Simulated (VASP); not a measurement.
# LiSi32C32 (a cell with a defect) in VASP: single point with PBEsol

Aim: the single point of LiSi32C32 (a cell with a defect) with PBEsol.

All numbers are computed with VASP 6.6.1; they aren't measurements. Logs are shortened: lines on timing, memory, paths and dates and some standing lists are left out, and cuts for length are marked.

## (1) The cell of the first run

The cell holds a defect, 65 atoms: a = 8.714 Å, b = 8.714 Å, c = 8.714 Å, α = 90.00°, β = 90.00°, γ = 90.00°.

## (2) Single point, PBEsol

INCAR

```
PREC = Accurate ; ENCUT = 650
EDIFF = 1E-6 ; ISMEAR = -1
SIGMA = 0.05 ; LREAL = Auto
LASPH = True ; NELM = 120
ALGO = Normal ; ISIF = 2
LWAVE = False ; LCHARG = False
GGA = PS ; NBANDS = 168
NELECT = 258.0 ; ISYM = 0
GGA_COMPAT = False
```

KPOINTS

```
Automatic mesh
0
Gamma
  1 1 1
  0.25 0.25 0.25
```

POSCAR

```
LiSi32C32
1.0
    8.7137060000      0.0000000000      0.0000000000
    0.0000000000      8.7137060000      0.0000000000
    0.0000000000      0.0000000000      8.7137060000
Si C Li
32 32 1
Direct
    0.0002550000      0.9999440000      0.0004190000
    0.0001690000      0.9998610000      0.4997750000
    0.0003040000      0.4999230000      0.0015200000
    0.0002190000      0.4998570000      0.4987160000
    0.5002240000      0.9999940000      0.0015160000
    0.5001580000      0.9999290000      0.4987090000
    0.5003480000      0.5000300000      0.0096660000
    0.5000960000      0.4997730000      0.4908140000
    0.2498080000      0.2495010000      0.0004950000
    0.2494970000      0.2491940000      0.4993850000
    0.2495830000      0.7505130000      0.0007040000
    0.2498140000      0.7503060000      0.4996890000
    0.7508190000      0.2492800000      0.0007030000
    0.7506160000      0.2495000000      0.4996850000
    0.7507590000      0.7504530000      0.0006430000
    0.7508150000      0.7505140000      0.4994640000
    0.2498950000      0.9998610000      0.2500510000
    0.2488330000      0.9999220000      0.7500430000
    0.2488350000      0.4998580000      0.2501090000
    0.2409170000      0.4997750000      0.7499630000
    0.7505320000      0.9999480000      0.2501310000
    0.7516370000      0.0000000000      0.7501160000
    0.7516340000      0.4999220000      0.2501830000
    0.7597650000      0.5000370000      0.7502150000
    0.0001740000      0.2495880000      0.2500550000
    0.0002220000      0.2485240000      0.7500470000
    0.0002550000      0.7502230000      0.2501300000
    0.0003080000      0.7513300000      0.7501080000
    0.5001580000      0.2485250000      0.2501080000
    0.5000890000      0.2406260000      0.7499690000
    0.5002310000      0.7513290000      0.2501830000
    0.5003370000      0.7594820000      0.7502240000
    0.1254030000      0.1250930000      0.1253680000
    0.1253820000      0.1250750000      0.6252780000
    0.1255230000      0.6251850000      0.1252990000
    0.1237830000      0.6260840000      0.6243290000
    0.6254930000      0.1252060000      0.1252970000
    0.6263880000      0.1234670000      0.6243330000
    0.6265410000      0.6262440000      0.1270650000
    0.6255290000      0.6252240000      0.6251080000
    0.3744390000      0.3741320000      0.1270400000
    0.3749450000      0.3746320000      0.6248240000
    0.3754550000      0.8751060000      0.1252890000
    0.3744340000      0.8768510000      0.6243140000
    0.8754170000      0.3751570000      0.1252950000
    0.8771530000      0.3741310000      0.6243240000
    0.8755460000      0.8752330000      0.1254280000
    0.8754080000      0.8751030000      0.6253400000
    0.3754010000      0.1250770000      0.3752620000
    0.3744510000      0.1234680000      0.8762680000
    0.3744550000      0.6260820000      0.3736540000
    0.3752200000      0.6252320000      0.8754210000
    0.8754840000      0.1250940000      0.3752730000
    0.8754190000      0.1252040000      0.8753800000
    0.8754100000      0.6251890000      0.3753960000
    0.8771880000      0.6262350000      0.8764280000
    0.1253800000      0.3750960000      0.3752580000
    0.1237720000      0.3741420000      0.8762700000
    0.1254010000      0.8751750000      0.3752770000
    0.1255140000      0.8751100000      0.8753820000
    0.6263800000      0.3741430000      0.3736530000
    0.6255310000      0.3749250000      0.8754200000
    0.6254840000      0.8751180000      0.3753950000
    0.6265470000      0.8768840000      0.8764340000
    0.5005280000      0.5003390000      0.7505010000
```

Potentials or basis: VASP PAW PBE potentials, release 64 (Si, C, Li_sv).

Launch:

```
> cat potpaw_PBE.64/Si/POTCAR potpaw_PBE.64/C/POTCAR potpaw_PBE.64/Li_sv/POTCAR > POTCAR
> mpirun -np 1 vasp_std > vasp.out
```

OUTCAR:

```text
PREC = Accurate
   ENCUT = 650
   EDIFF = 1E-6
   ISMEAR = -1
   LREAL = Auto
   LASPH = True
   NELM = 120
   ISIF = 2
   GGA = PS
   NELECT = 258.0
   ISYM = 0

 ion  position               nearest neighbor table
   1  0.000  1.000  0.000-  47 1.88  60 1.89  54 1.89  33 1.89  11 3.07  13 3.07  22 3.07  28 3.07
                            26 3.07  18 3.07  15 3.07   9 3.08  17 3.08  25 3.08  27 3.08  21 3.08
   2  0.000  1.000  0.500-  59 1.88  53 1.88  48 1.89  34 1.89  10 3.07  16 3.07  28 3.07  22 3.07
                            18 3.07  26 3.07  14 3.08  12 3.08  21 3.08  27 3.08  25 3.08  17 3.08
   3  0.000  0.500  0.002-  45 1.88  35 1.88  58 1.88  56 1.88  24 3.03  20 3.03  19 3.06  23 3.06
                            25 3.07  27 3.07  11 3.08   9 3.08  15 3.08  13 3.08  28 3.10  26 3.10
   4  0.000  0.500  0.499-  57 1.88  55 1.88  46 1.88  36 1.89  20 3.03  24 3.03  23 3.06  19 3.06
                            25 3.07  27 3.07  10 3.08  14 3.08  12 3.08  16 3.08  26 3.10  28 3.10
   5  0.500  1.000  0.002-  43 1.88  37 1.88  50 1.88  64 1.88  32 3.03  30 3.03  29 3.06  31 3.06
                            17 3.07  21 3.07  13 3.08   9 3.08  15 3.08  11 3.08  22 3.10  18 3.10
   6  0.500  1.000  0.499-  49 1.88  63 1.88  44 1.88  38 1.89  30 3.03  32 3.03  31 3.06  29 3.06
                            17 3.07  21 3.07  10 3.08  12 3.08  14 3.08  16 3.08  18 3.10  22 3.10
   7  0.500  0.500  0.010-  41 1.86  39 1.86  62 1.94  52 1.94  65 2.26  23 3.03  31 3.03  29 3.03
                            19 3.03  15 3.09   9 3.09  13 3.09  11 3.09
   8  0.500  0.500  0.491-  61 1.86  51 1.86  42 1.93  40 1.94  65 2.26  29 3.03  19 3.03  23 3.03
                            31 3.03  14 3.09  12 3.09  10 3.09  16 3.09
   9  0.250  0.250  0.000-  33 1.88  58 1.89  50 1.89  41 1.89   1 3.08  25 3.08  17 3.08   5 3.08
[... 67 lines left out ...]
  53  0.875  0.125  0.375-  14 1.88  25 1.88   2 1.88  21 1.89
  54  0.875  0.125  0.875-  26 1.88  13 1.88  22 1.88   1 1.89
  55  0.875  0.625  0.375-   4 1.88  16 1.88  23 1.88  27 1.89
  56  0.877  0.626  0.876-  24 1.86   3 1.88  28 1.88  15 1.89
  57  0.125  0.375  0.375-  19 1.88   4 1.88  10 1.88  25 1.89
  58  0.124  0.374  0.876-  20 1.86   3 1.88   9 1.89  26 1.89
  59  0.125  0.875  0.375-  12 1.88  17 1.88   2 1.88  27 1.89
  60  0.126  0.875  0.875-  18 1.88  11 1.88  28 1.88   1 1.89
  61  0.626  0.374  0.374-   8 1.86  23 1.88  14 1.89  29 1.89
  62  0.626  0.375  0.875-  65 1.89  13 1.89   7 1.94  24 1.94  30 1.94
  63  0.625  0.875  0.375-   6 1.88  16 1.88  31 1.88  21 1.89
  64  0.627  0.877  0.876-  32 1.86   5 1.88  22 1.88  15 1.89
  65  0.501  0.500  0.751-  52 1.89  40 1.89  62 1.89  42 1.90  32 2.26   7 2.26  24 2.26  20 2.26
                             8 2.26  30 2.26

IMPORTANT INFORMATION: All symmetrisations will be switched off!
NOSYMM: (Re-)initialisation of all symmetry stuff for point group C_1.

----------------------------------------------------------------------------------------

                                     Primitive cell

  volume of cell :     661.6201

  direct lattice vectors                    reciprocal lattice vectors
     8.713706000  0.000000000  0.000000000     0.114761733  0.000000000  0.000000000
     0.000000000  8.713706000  0.000000000     0.000000000  0.114761733  0.000000000
     0.000000000  0.000000000  8.713706000     0.000000000  0.000000000  0.114761733

  length of vectors
     8.713706000  8.713706000  8.713706000     0.114761733  0.114761733  0.114761733

  position of ions in fractional coordinates (direct lattice)
     0.000255000  0.999944000  0.000419000
     0.000169000  0.999861000  0.499775000
     0.000304000  0.499923000  0.001520000
     0.000219000  0.499857000  0.498716000
     0.500224000  0.999994000  0.001516000
     0.500158000  0.999929000  0.498709000
[... 57 lines left out ...]
     0.626547000  0.876884000  0.876434000
     0.500528000  0.500339000  0.750501000

  ion indices of the primitive-cell ions
   primitive index   ion index
                 1           1
                 2           2
                 3           3
                 4           4
                 5           5
                 6           6
[... 57 lines left out ...]
                64          64
                65          65

----------------------------------------------------------------------------------------

 KPOINTS: Automatic mesh

Automatic generation of k-mesh.
 Grid dimensions read from file:
 generate k-points for:    1    1    1

 Generating k-lattice:

  Cartesian coordinates                     Fractional coordinates (reciprocal lattice)
     0.114761733  0.000000000  0.000000000     1.000000000  0.000000000  0.000000000
     0.000000000  0.114761733  0.000000000     0.000000000  1.000000000  0.000000000
     0.000000000  0.000000000  0.114761733     0.000000000  0.000000000  1.000000000

  Length of vectors
     0.114761733  0.114761733  0.114761733

  Shift w.r.t. Gamma in fractional coordinates (k-lattice)
     0.250000000  0.250000000  0.250000000

 Subroutine IBZKPT returns following result:
 ===========================================

 Found      4 irreducible k-points:

 Following reciprocal coordinates:
            Coordinates               Weight
  0.250000  0.250000  0.250000      2.000000
 -0.250000  0.250000  0.250000      2.000000
 -0.250000 -0.250000  0.250000      2.000000
  0.250000 -0.250000  0.250000      2.000000
   k-points           NKPTS =      4   k-points in BZ     NKDIM =      4   number of bands    NBANDS=    168
   number of dos      NEDOS =    301   number of ions     NIONS =     65
   total plane-waves  NPLWV = 373248
   dimension x,y,z NGX =    72 NGY =   72 NGZ =   72
   dimension x,y,z NGXF=   144 NGYF=  144 NGZF=  144
   ions per type =              32  32   1
   NGX,Y,Z   is equivalent  to a cutoff of  13.74, 13.74, 13.74 a.u.
   NGXF,Y,Z  is equivalent  to a cutoff of  27.47, 27.47, 27.47 a.u.
 SYSTEM =  unknown system
   PREC   = accura    normal or accurate (medium, high low for compatibility)
   ISTART =      0    job   : 0-new  1-cont  2-samecut
   ICHARG =      2    charge: 1-file 2-atom 10-const
   ISPIN  =      1    spin polarized calculation?
   LNONCOLLINEAR =      F non collinear calculations
   LSORBIT =      F    spin-orbit coupling
   LASPH  =      T    aspherical Exc in radial PAW
   ENCUT  =  650.0 eV  47.77 Ry    6.91 a.u.  18.11 18.11 18.11*2*pi/ulx,y,z
   NELM   =    120;   NELMIN=  2; NELMDL= -5     # of ELM steps
   EDIFF  = 0.1E-05   stopping-criterion for ELM
   LREAL  =      T    real-space projection
   EDIFFG = 0.1E-04   stopping-criterion for IOM
   NSW    =      0    number of steps for IOM
   IBRION =     -1    ionic relax: 0-MD 1-quasi-New 2-CG
   NFREE  =      0    steps in history (QN), initial steepest desc. (CG)
   ISIF   =      2    stress and relaxation
   ISYM   =      0    0-nonsym 1-usesym 2-fastsym
   POTIM  = 0.5000    time-step for ionic-motion
   TEBEG  =    0.0;   TEEND  =   0.0 temperature during run
   PSTRESS=    0.0 pullay stress
   NELECT =     258.0000    total number of electrons
   NUPDOWN=      -1.0000    fix difference up-down
   EMIN   =  10.00;   EMAX   =-10.00  energy-range for DOS
   EFERMI =   0.00;   METHOD = LEGACY
   ISMEAR =    -1;   SIGMA  =   0.05  broadening in eV -4-tet -1-fermi 0-gaus
   EFERMI_NEDOS =   21; number of points for ismear=-14 and -15
   IALGO  =     38    algorithm
   IMIX   =      4    mixing-type and parameters
     AMIX     =   0.40;   BMIX     =  1.00
     AMIX_MAG =   1.60;   BMIX_MAG =  1.00
  volume/ion in A,a.u.               =      10.18        68.69
  Fermi-wavevector in a.u.,A,eV,Ry     =   1.196039  2.260185 19.463245  1.430508
  Thomas-Fermi vector in A             =   2.331989
   LORBIT       =      0    0 simple, 1 ext, 2 COOP (PROOUT), +10 PAW based schemes
   GGA     = PS    functional components
   LHFCALC =     F    Hartree Fock is set to
   AEXX    =    0.0000 exact exchange contribution
   IVDW    =     0    specifies the selected vdW correction
   LEPSILON=     F    determine dielectric tensor
   LRPA    =     F    only Hartree local field effects (RPA)
 non-spin polarized calculation
  energy-cutoff  :      650.00
  volume of cell :      661.62
 maximum number of plane-waves:     24915
   NGX = 37   NGY = 37   NGZ = 37

 number of electron     257.9999980 magnetization

 Free energy of the ion-electron system (eV)
  ---------------------------------------------------
  ext. energy  EPLUGINS =         0.00000000
  ---------------------------------------------------
  free energy    TOTEN  =      -519.50278884 eV

  energy without entropy =     -519.50278884  energy(sigma->0) =     -519.50278884

 E-fermi :   9.0774     XC(G=0): -11.5255

 val. band max:        7.9325904843   @ k =  -0.2500   0.2500   0.2500
 cond. band min:      10.2542990038   @ k =   0.2500   0.2500   0.2500
 fundamental gap:      2.3217085195
 Fermi energy:         9.0773720330

 k-point     1 :       0.2500    0.2500    0.2500
  band No.  band energies     occupation
      1     -36.0342      2.00000
      2      -6.9800      2.00000
      3      -6.2045      2.00000
      4      -6.2045      2.00000
      5      -6.1411      2.00000
      6      -5.4341      2.00000
[... 565 lines left out ...]
    140      12.3470      0.00000
    141      12.3591      0.00000
 [bands above 141 left out]

------------------------ aborting loop because EDIFF is reached ----------------------------------------

  FORCE on cell =-STRESS in cart. coord.  units (eV):
  Direction    XX          YY          ZZ          XY          YZ          ZX
  --------------------------------------------------------------------------------------
  -------------------------------------------------------------------------------------
  Total       -3.7403468     -3.7424576     -3.7424998     -0.5120040     -0.5140389     -0.5219797
  in kB       -9.0576126     -9.0627241     -9.0628264     -1.2398673     -1.2447951     -1.2640245
  external PRESSURE =      -9.0610543 kB  Pullay stress =       0.0000000 kB

 VOLUME and BASIS-vectors are now :
 -----------------------------------------------------------------------------
  energy-cutoff  :      650.00
  volume of cell :      661.62
      direct lattice vectors                 reciprocal lattice vectors
     8.713706000  0.000000000  0.000000000     0.114761733  0.000000000  0.000000000
     0.000000000  8.713706000  0.000000000     0.000000000  0.114761733  0.000000000
     0.000000000  0.000000000  8.713706000     0.000000000  0.000000000  0.114761733

 POSITION                                       TOTAL-FORCE (eV/Angst)
 -----------------------------------------------------------------------------------
      0.00222      8.71322      0.00365         0.036648      0.035814      0.038124
      0.00147      8.71249      4.35489         0.039504      0.036455      0.032961
      0.00265      4.35618      0.01324         0.033345      0.038716      0.036831
      0.00191      4.35561      4.34566         0.037788      0.046639      0.030361
      4.35880      8.71365      0.01321         0.039398      0.033839      0.038594
      4.35823      8.71309      4.34560         0.047447      0.034860      0.031350
[... 57 lines left out ...]
      5.45955      7.64091      7.63699        -0.041695     -0.032081     -0.042386
      4.36145      4.35981      6.53965        -0.033138     -0.040096     -0.042768
 -----------------------------------------------------------------------------------
    total drift:                                0.000965      0.004052     -0.000500

  FREE ENERGIE OF THE ION-ELECTRON SYSTEM (eV)
  ---------------------------------------------------
  free  energy   TOTEN  =      -519.5027888402 eV

  energy  without entropy=     -519.5027888393  energy(sigma->0) =     -519.50278884
```

It took 26 min on 1 thread of AMD EPYC 7R43 (Zen 3), shared host; peak memory 0.92 GiB.

Results:

| Item | Value |
| --- | --- |
| Free energy | -519.5028 eV |
| Largest force | 0.073 eV/Å |

Forces in eV/Å, atoms in the order of the input:
```
Si   0.037  0.036  0.038
Si   0.040  0.036  0.033
Si   0.033  0.039  0.037
Si   0.038  0.047  0.030
Si   0.039  0.034  0.039
Si   0.047  0.035  0.031
Si   0.021  0.023  0.025
Si   0.030  0.038  0.012
Si   0.035  0.034  0.039
Si   0.015  0.013  0.013
Si   0.052  0.035  0.037
Si   0.034  0.039  0.033
Si   0.035  0.051  0.035
Si   0.039  0.033  0.035
Si   0.037  0.034  0.034
Si   0.037  0.036  0.051
Si   0.035  0.037  0.039
Si   0.028  0.035  0.048
Si   0.029  0.046  0.037
Si   0.011  0.037  0.035
Si   0.038  0.035  0.036
Si   0.038  0.032  0.036
Si   0.038  0.039  0.032
Si   0.023  0.023  0.025
Si   0.038  0.034  0.037
Si   0.038  0.031  0.047
Si   0.038  0.038  0.038
Si   0.033  0.039  0.040
Si   0.048  0.031  0.036
Si   0.032  0.017  0.035
Si   0.038  0.039  0.034
Si   0.022  0.026  0.022
C   -0.037 -0.037 -0.038
C   -0.031 -0.030 -0.042
C   -0.043 -0.043 -0.030
C   -0.039 -0.031 -0.043
C   -0.043 -0.041 -0.030
C   -0.030 -0.037 -0.043
C   -0.040 -0.042 -0.030
C    0.013  0.014 -0.041
C   -0.036 -0.036 -0.041
C    0.002  0.003  0.003
C   -0.042 -0.041 -0.040
C   -0.035 -0.040 -0.035
C   -0.042 -0.044 -0.041
C   -0.041 -0.036 -0.037
C   -0.034 -0.033 -0.034
C   -0.041 -0.041 -0.042
C   -0.044 -0.030 -0.030
C   -0.043 -0.037 -0.031
C   -0.042 -0.031 -0.036
C   -0.042  0.014  0.014
C   -0.038 -0.037 -0.035
C   -0.031 -0.041 -0.043
C   -0.030 -0.043 -0.042
C   -0.032 -0.040 -0.042
C   -0.030 -0.043 -0.028
C   -0.038 -0.043 -0.030
C   -0.037 -0.038 -0.036
C   -0.041 -0.030 -0.044
C   -0.028 -0.044 -0.038
C    0.013 -0.041  0.011
C   -0.041 -0.031 -0.042
C   -0.042 -0.032 -0.042
Li  -0.033 -0.040 -0.043
```

Levels at points of the mesh, in eV from the Fermi level:
```csv
k point,band 125,band 126,band 127,band 128,band 129,band 130,band 131,band 132,band 133,band 134
"(0.25, 0.25, 0.25)",-1.55,-1.55,-1.54,-1.17,-1.17,1.18,1.18,1.18,2.49,2.49
```

Caveat: the cell carries a net charge on a neutralising background, which shifts energy and pressure; the cell is charged against a uniform background, so pressure and absolute levels hang on convention; the PAW data sets were made with another functional, which shifts forces and pressure a little.
